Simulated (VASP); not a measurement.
# Ta (Fd-3m) in VASP: notebook

Ta is run at these levels: r2SCAN; tasks: single point, relaxation of cell and atoms.

Program: VASP 6.6.1. These are calculated values, not measurements. Logs are shortened: lines on timing, memory, paths and dates and some standing lists are left out, and cuts for length are marked.

**1. The cell of the first run**

Symmetry: Fd-3m, No. 227, cubic system. The conventional cell has a = 6.217 Å, b = 6.217 Å, c = 6.217 Å, α = 90.00°, β = 90.00°, γ = 90.00°. Within 3.5 Å of Ta (site symmetry -43m) lie 4 Ta at 2.69 Å.

**2. Single point, r2SCAN (volume scaled by 1.08)**

The input, POSCAR:

```
Ta
1.0
    0.0000000000      3.1085366715      3.1085366715
    3.1085366715      0.0000000000      3.1085366715
    3.1085366715      3.1085366715      0.0000000000
Ta
2
Direct
    0.1250000000      0.1250000000      0.1250000000
    0.8750000000      0.8750000000      0.8750000000
```

The input, INCAR.step1:

```
SYSTEM = Ta
PREC = Accurate
ENCUT = 520
ISMEAR = -1
SIGMA = 0.1
LREAL = .FALSE.
LASPH = .TRUE.
NELM = 100
NBANDS = 18
GGA = PE
ALGO = Normal
EDIFF = 1E-4
LWAVE = .TRUE.
LCHARG = .FALSE.
```

The input, INCAR.step2:

```
SYSTEM = Ta
PREC = Accurate
ENCUT = 520
EDIFF = 1E-6
ISMEAR = -1
SIGMA = 0.1
LREAL = .FALSE.
LASPH = .TRUE.
NELM = 100
ALGO = Normal
ISIF = 2
LWAVE = .FALSE.
LCHARG = .TRUE.
METAGGA = R2SCAN
LMIXTAU = .TRUE.
LELF = .TRUE.
LVHAR = .TRUE.
NBANDS = 18
ISTART = 1
```

The input, KPOINTS:

```
regular mesh
0
G
  10 10 10
  0 0 0
```

Potentials or basis: VASP PAW PBE potentials, release 64 (Ta_pv).

On the command line:

```sh
cat potpaw_PBE.64/Ta_pv/POTCAR > POTCAR
cp INCAR.step1 INCAR
mpirun -np 1 vasp_std > vasp.out
cp INCAR.step2 INCAR
mpirun -np 1 vasp_std > vasp.out
```

OUTCAR:

```text
SYSTEM = Ta
   PREC = Accurate
   ENCUT = 520
   EDIFF = 1E-6
   ISMEAR = -1
   LREAL = .FALSE.
   LASPH = .TRUE.
   NELM = 100
   ISIF = 2
   METAGGA = R2SCAN
   ISTART = 1

 ion  position               nearest neighbor table
   1  0.125  0.125  0.125-   2 2.69   2 2.69   2 2.69   2 2.69
   2  0.875  0.875  0.875-   1 2.69   1 2.69   1 2.69   1 2.69

  LATTYP: Found a face centered cubic cell.
 ALAT       =     6.2170733430

  Lattice vectors:

 A1 = (   0.0000000000,   3.1085366715,   3.1085366715)
 A2 = (   3.1085366715,   0.0000000000,   3.1085366715)
 A3 = (   3.1085366715,   3.1085366715,   0.0000000000)

Analysis of symmetry for initial positions (statically):
=====================================================================
 Subroutine PRICEL returns:
 Original cell was already a primitive cell.

 Routine SETGRP: Setting up the symmetry group for a
 face centered cubic supercell.

 Subroutine GETGRP returns: Found 48 space group operations
 (whereof 12 operations were pure point group operations)
 out of a pool of 48 trial point group operations.

The static configuration has the point symmetry D_3d.
 The point group associated with its full space group is O_h .

Analysis of symmetry for dynamics (positions and initial velocities):
=====================================================================
 Subroutine PRICEL returns:
 Original cell was already a primitive cell.

 Routine SETGRP: Setting up the symmetry group for a
 face centered cubic supercell.

 Subroutine GETGRP returns: Found 48 space group operations
 (whereof 12 operations were pure point group operations)
 out of a pool of 48 trial point group operations.

The dynamic configuration has the point symmetry D_3d.
 The point group associated with its full space group is O_h .

 Subroutine INISYM returns: Found 48 space group operations
 (whereof 12 operations are pure point group operations),
 and found     1 'primitive' translations

----------------------------------------------------------------------------------------

                                     Primitive cell

  volume of cell :      60.0756

  direct lattice vectors                    reciprocal lattice vectors
     0.000000000  3.108536672  3.108536672    -0.160847387  0.160847387  0.160847387
     3.108536672  0.000000000  3.108536672     0.160847387 -0.160847387  0.160847387
     3.108536672  3.108536672  0.000000000     0.160847387  0.160847387 -0.160847387

  length of vectors
     4.396134720  4.396134720  4.396134720     0.278595846  0.278595846  0.278595846

  position of ions in fractional coordinates (direct lattice)
     0.125000000  0.125000000  0.125000000
     0.875000000  0.875000000  0.875000000

  ion indices of the primitive-cell ions
   primitive index   ion index
                 1           1
                 2           2

----------------------------------------------------------------------------------------

 KPOINTS: regular mesh

Automatic generation of k-mesh.
 Grid dimensions read from file:
 generate k-points for:   10   10   10

 Generating k-lattice:

  Cartesian coordinates                     Fractional coordinates (reciprocal lattice)
    -0.016084739  0.016084739  0.016084739     0.100000000  0.000000000  0.000000000
     0.016084739 -0.016084739  0.016084739     0.000000000  0.100000000  0.000000000
     0.016084739  0.016084739 -0.016084739     0.000000000  0.000000000  0.100000000

  Length of vectors
     0.027859585  0.027859585  0.027859585

  Shift w.r.t. Gamma in fractional coordinates (k-lattice)
     0.000000000  0.000000000  0.000000000

 Subroutine IBZKPT returns following result:
 ===========================================

 Found     47 irreducible k-points:

 Following reciprocal coordinates:
            Coordinates               Weight
  0.000000  0.000000  0.000000      1.000000
  0.100000  0.000000  0.000000      8.000000
  0.200000  0.000000  0.000000      8.000000
  0.300000  0.000000  0.000000      8.000000
  0.400000  0.000000  0.000000      8.000000
  0.500000  0.000000  0.000000      4.000000
[... 16 lines left out ...]
  0.300000  0.300000  0.000000      6.000000
  0.400000  0.300000  0.000000     24.000000
 [... further k-points ...]
   k-points           NKPTS =     47   k-points in BZ     NKDIM =     47   number of bands    NBANDS=     18
   number of dos      NEDOS =    301   number of ions     NIONS =      2
   total plane-waves  NPLWV =  46656
   dimension x,y,z NGX =    36 NGY =   36 NGZ =   36
   dimension x,y,z NGXF=    72 NGYF=   72 NGZF=   72
   ions per type =               2
   NGX,Y,Z   is equivalent  to a cutoff of  13.61, 13.61, 13.61 a.u.
   NGXF,Y,Z  is equivalent  to a cutoff of  27.23, 27.23, 27.23 a.u.
 SYSTEM =  Ta
   PREC   = accura    normal or accurate (medium, high low for compatibility)
   ISTART =      1    job   : 0-new  1-cont  2-samecut
   ICHARG =      0    charge: 1-file 2-atom 10-const
   ISPIN  =      1    spin polarized calculation?
   LNONCOLLINEAR =      F non collinear calculations
   LSORBIT =      F    spin-orbit coupling
   LASPH  =      T    aspherical Exc in radial PAW
   ENCUT  =  520.0 eV  38.22 Ry    6.18 a.u.   8.17  8.17  8.17*2*pi/ulx,y,z
   NELM   =    100;   NELMIN=  2; NELMDL=  0     # of ELM steps
   EDIFF  = 0.1E-05   stopping-criterion for ELM
   LREAL  =      F    real-space projection
   EDIFFG = 0.1E-04   stopping-criterion for IOM
   NSW    =      0    number of steps for IOM
   IBRION =     -1    ionic relax: 0-MD 1-quasi-New 2-CG
   NFREE  =      0    steps in history (QN), initial steepest desc. (CG)
   ISIF   =      2    stress and relaxation
   ISYM   =      2    0-nonsym 1-usesym 2-fastsym
   POTIM  = 0.5000    time-step for ionic-motion
   TEBEG  =    0.0;   TEEND  =   0.0 temperature during run
   PSTRESS=    0.0 pullay stress
   NELECT =      22.0000    total number of electrons
   NUPDOWN=      -1.0000    fix difference up-down
   EMIN   =  10.00;   EMAX   =-10.00  energy-range for DOS
   EFERMI =   0.00;   METHOD = LEGACY
   ISMEAR =    -1;   SIGMA  =   0.10  broadening in eV -4-tet -1-fermi 0-gaus
   EFERMI_NEDOS =   21; number of points for ismear=-14 and -15
   IALGO  =     38    algorithm
   IMIX   =      4    mixing-type and parameters
     AMIX     =   0.40;   BMIX     =  1.00
     AMIX_MAG =   1.60;   BMIX_MAG =  1.00
  volume/ion in A,a.u.               =      30.04       202.71
  Fermi-wavevector in a.u.,A,eV,Ry     =   1.171250  2.213342 18.664844  1.371827
  Thomas-Fermi vector in A             =   2.307697
   LORBIT       =      0    0 simple, 1 ext, 2 COOP (PROOUT), +10 PAW based schemes
   METAGGA = R2SCAN    functional components
   LHFCALC =     F    Hartree Fock is set to
   AEXX    =    0.0000 exact exchange contribution
   IVDW    =     0    specifies the selected vdW correction
   LEPSILON=     F    determine dielectric tensor
   LRPA    =     F    only Hartree local field effects (RPA)
 non-spin polarized calculation
  energy-cutoff  :      520.00
  volume of cell :       60.08
 maximum number of plane-waves:      1639
 NGX is ok and might be reduce to    36
   NGX = 17   NGY = 17   NGZ = 17

 number of electron      22.0000000 magnetization

 Free energy of the ion-electron system (eV)
  ---------------------------------------------------
  ext. energy  EPLUGINS =         0.00000000
  ---------------------------------------------------
  free energy    TOTEN  =       -90.95202913 eV

  energy without entropy =      -90.82422350  energy(sigma->0) =      -90.88812631

 E-fermi :   1.6235     XC(G=0): -10.4413

 val. band max:        1.6185740673   @ k =  -0.4000   0.2000   0.1000
 cond. band min:       1.6545701754   @ k =   0.5000   0.4000   0.0000
 fundamental gap:      0.0359961081
 Fermi energy:         1.6235457011

 k-point     1 :       0.0000    0.0000    0.0000
  band No.  band energies     occupation
      1     -33.7159      2.00000
      2     -33.7159      2.00000
      3     -33.7159      2.00000
      4     -32.9864      2.00000
      5     -32.9864      2.00000
      6     -32.9864      2.00000
[... 10 lines left out ...]
     17       7.4415      0.00000
     18      11.9112      0.00000

 k-point     2 :       0.1000    0.0000    0.0000
  band No.  band energies     occupation
      1     -33.7240      2.00000
      2     -33.7240      2.00000
      3     -33.7143      2.00000
      4     -32.9894      2.00000
      5     -32.9779      2.00000
      6     -32.9779      2.00000
[... 10 lines left out ...]
     17       7.4037      0.00000
     18      11.6739      0.00000

 k-point     3 :       0.2000    0.0000    0.0000
  band No.  band energies     occupation
      1     -33.7444      2.00000
      2     -33.7444      2.00000
      3     -33.7102      2.00000
      4     -32.9970      2.00000
      5     -32.9563      2.00000
      6     -32.9563      2.00000
[... 10 lines left out ...]
     17       7.2732      0.00000
     18      10.5597      0.00000

 k-point     4 :       0.3000    0.0000    0.0000
  band No.  band energies     occupation
      1     -33.7682      2.00000
      2     -33.7682      2.00000
      3     -33.7056      2.00000
      4     -33.0060      2.00000
      5     -32.9311      2.00000
      6     -32.9311      2.00000
[... 375 lines left out ...]
      4     -33.0645      2.00000
      5     -32.9298      2.00000
      6     -32.8769      2.00000
[... 10 lines left out ...]
     17       7.5756      0.00000
     18       8.9509      0.00000

 k-point    23 :       0.3000    0.3000    0.0000
  band No.  band energies     occupation
      1     -33.8234      2.00000
      2     -33.8234      2.00000
      3     -33.5725      2.00000
      4     -33.1460      2.00000
      5     -32.8730      2.00000
      6     -32.8730      2.00000
[... 10 lines left out ...]
     17       7.6064      0.00000
     18       9.2244      0.00000

 k-point    24 :       0.4000    0.3000    0.0000
  band No.  band energies     occupation
      1     -33.8467      2.00000
      2     -33.8406      2.00000
      3     -33.5287      2.00000
      4     -33.1921      2.00000
      5     -32.8547      2.00000
      6     -32.8495      2.00000
[... 10 lines left out ...]
     17       7.4680      0.00000
     18       8.1015      0.00000

 [... further k-points ...]
[... 5 lines left out ...]
  --------------------------------------------------------------------------------------
  -------------------------------------------------------------------------------------
  Total       -1.6866561     -1.6866561     -1.6866561     -0.0000000     -0.0000000      0.0000000
  in kB      -44.9820401    -44.9820401    -44.9820401     -0.0000000     -0.0000000      0.0000000
  external PRESSURE =     -44.9820401 kB  Pullay stress =       0.0000000 kB

 VOLUME and BASIS-vectors are now :
 -----------------------------------------------------------------------------
  energy-cutoff  :      520.00
  volume of cell :       60.08
      direct lattice vectors                 reciprocal lattice vectors
     0.000000000  3.108536672  3.108536672    -0.160847387  0.160847387  0.160847387
     3.108536672  0.000000000  3.108536672     0.160847387 -0.160847387  0.160847387
     3.108536672  3.108536672  0.000000000     0.160847387  0.160847387 -0.160847387

 POSITION                                       TOTAL-FORCE (eV/Angst)
 -----------------------------------------------------------------------------------
      0.77713      0.77713      0.77713         0.000000     -0.000000     -0.000000
      5.43994      5.43994      5.43994        -0.000000      0.000000      0.000000
 -----------------------------------------------------------------------------------
    total drift:                                0.000000      0.000000      0.000000

  FREE ENERGIE OF THE ION-ELECTRON SYSTEM (eV)
  ---------------------------------------------------
  free  energy   TOTEN  =       -90.9520291271 eV

  energy  without entropy=      -90.8242234962  energy(sigma->0) =      -90.88812631
```

It took 2.6 min on 1 thread of Intel Xeon 6975P-C, shared host; peak memory 0.23 GiB.

Results:

| Quantity | Value |
| --- | --- |
| Free energy | -90.9520 eV |
| Pressure | -4.5 GPa |
| Band gap on the k mesh | zero (band 11 reaches 2.08 eV, above the bottom of band 12 at 1.25 eV) |

Caveat: the cell differs from its parent crystal (volume scaled by 1.08); the PAW data sets were made with another functional, which shifts forces and pressure a little; spin-orbit coupling is left out, which moves the levels of the heavy elements.

**3. Single point, r2SCAN (volume scaled by 1.12)**

The input, POSCAR:

```
Ta
1.0
    0.0000000000      3.1464493917      3.1464493917
    3.1464493917      0.0000000000      3.1464493917
    3.1464493917      3.1464493917      0.0000000000
Ta
2
Direct
    0.1250000000      0.1250000000      0.1250000000
    0.8750000000      0.8750000000      0.8750000000
```

The input, INCAR.step1:

```
SYSTEM = Ta
PREC = Accurate ; ENCUT = 520
ISMEAR = -1 ; SIGMA = 0.1
LREAL = .False. ; LASPH = .True.
NELM = 80 ; NBANDS = 18
GGA = PE ; ALGO = Normal
EDIFF = 1E-4 ; LWAVE = .True.
LCHARG = .False.
```

The input, INCAR.step2:

```
SYSTEM = Ta
PREC = Accurate ; ENCUT = 520
EDIFF = 1E-6 ; ISMEAR = -1
SIGMA = 0.1 ; LREAL = .False.
LASPH = .True. ; NELM = 80
ALGO = Normal ; ISIF = 2
LWAVE = .False. ; LCHARG = .False.
METAGGA = R2SCAN ; LMIXTAU = .True.
NBANDS = 18 ; ISTART = 1
```

The input, KPOINTS:

```
regular mesh
0
Gamma
  10 10 10
  0 0 0
```

Potentials or basis: VASP PAW PBE potentials, release 64 (Ta_pv).

On the command line:

```sh
cat potpaw_PBE.64/Ta_pv/POTCAR > POTCAR
cp INCAR.step1 INCAR
mpirun -np 1 vasp_std > vasp.out
cp INCAR.step2 INCAR
mpirun -np 1 vasp_std > vasp.out
```

It took 2.5 min on 1 thread of Intel Xeon 6975P-C, shared host; peak memory 0.23 GiB.

It converged, with:

- Free energy: -90.8765 eV
- Pressure: -6.4 GPa
- Band gap on the k mesh: zero (band 11 reaches 1.88 eV, above the bottom of band 12 at 1.06 eV)

Levels at points of the mesh, in eV from the Fermi level:
| k point | band 9 | band 10 | band 11 | band 12 | band 13 | band 14 |
| --- | --- | --- | --- | --- | --- | --- |
| (0.00, 0.00, 0.00) | -0.72 | -0.38 | -0.38 | -0.38 | 1.95 | 1.95 |
| (0.50, 0.00, 0.00) | -0.62 | -0.62 | -0.41 | -0.35 | -0.35 | 3.02 |
| (0.50, 0.50, 0.00) | -1.32 | -1.32 | -0.24 | -0.24 | 1.92 | 1.92 |

Caveat: the cell differs from its parent crystal (volume scaled by 1.12); the PAW data sets were made with another functional, which shifts forces and pressure a little; spin-orbit coupling is left out, which moves the levels of the heavy elements.

**4. Single point, r2SCAN**

This run uses another cell than the first one, of 27.81 Å³/atom, 0.926 times its volume.

The input, POSCAR:

```
Ta
1.0
    0.0000000000      3.0298054557      3.0298054557
    3.0298054557      0.0000000000      3.0298054557
    3.0298054557      3.0298054557      0.0000000000
Ta
2
Direct
    0.1250000000      0.1250000000      0.1250000000
    0.8750000000      0.8750000000      0.8750000000
```

The input, INCAR.step1:

```
PREC     = Accurate       # precision mode
ENCUT    = 520            # plane-wave cutoff, eV
ISMEAR   = -1             # smearing method
SIGMA    = 0.1            # smearing width, eV
LREAL    = F              # projectors in reciprocal space
LASPH    = T              # aspherical terms in the spheres
NELM     = 80             # most SCF steps
NBANDS   = 18             # bands
GGA      = PE             # functional
ALGO     = Normal         # electronic algorithm
EDIFF    = 1E-4           # SCF threshold, eV
LWAVE    = T              # write WAVECAR
LCHARG   = F              # write CHGCAR
```

The input, INCAR.step2:

```
PREC     = Accurate       # precision mode
ENCUT    = 520            # plane-wave cutoff, eV
EDIFF    = 1E-6           # SCF threshold, eV
ISMEAR   = -1             # smearing method
SIGMA    = 0.1            # smearing width, eV
LREAL    = F              # projectors in reciprocal space
LASPH    = T              # aspherical terms in the spheres
NELM     = 80             # most SCF steps
ALGO     = Normal         # electronic algorithm
ISIF     = 2              # what is computed and relaxed
LWAVE    = F              # write WAVECAR
LCHARG   = T              # write CHGCAR
METAGGA  = R2SCAN         # meta-GGA
LMIXTAU  = T            
LELF     = T              # ELF
LVHAR    = T            
NBANDS   = 18             # bands
ISTART   = 1
```

The input, KPOINTS:

```
Automatic mesh
0
Gamma
  15 15 15
```

On the command line:

```sh
cat potpaw_PBE.64/Ta_pv/POTCAR > POTCAR
cp INCAR.step1 INCAR
mpirun -np 1 vasp_std > vasp.out
cp INCAR.step2 INCAR
mpirun -np 1 vasp_std > vasp.out
```

It took 3.3 min on 1 thread of Intel Xeon 6975P-C, shared host; peak memory 0.25 GiB.

The run converged. Its results:

```yaml
Free_energy: -91.0133 eV
Pressure: 0.3 GPa
Band_gap_on_the_k_mesh: zero (band 11 reaches 2.51 eV, above the bottom of band 12 at 1.66 eV)
```

Levels at points of the mesh, in eV from the Fermi level:
| k point | band 9 | band 10 | band 11 | band 12 | band 13 | band 14 |
| --- | --- | --- | --- | --- | --- | --- |
| (0.00, 0.00, 0.00) | -0.98 | -0.36 | -0.36 | -0.36 | 2.17 | 2.17 |

Caveat: the PAW data sets were made with another functional, which shifts forces and pressure a little; spin-orbit coupling is left out, which moves the levels of the heavy elements.

(Part 1 of 2 ends here.)
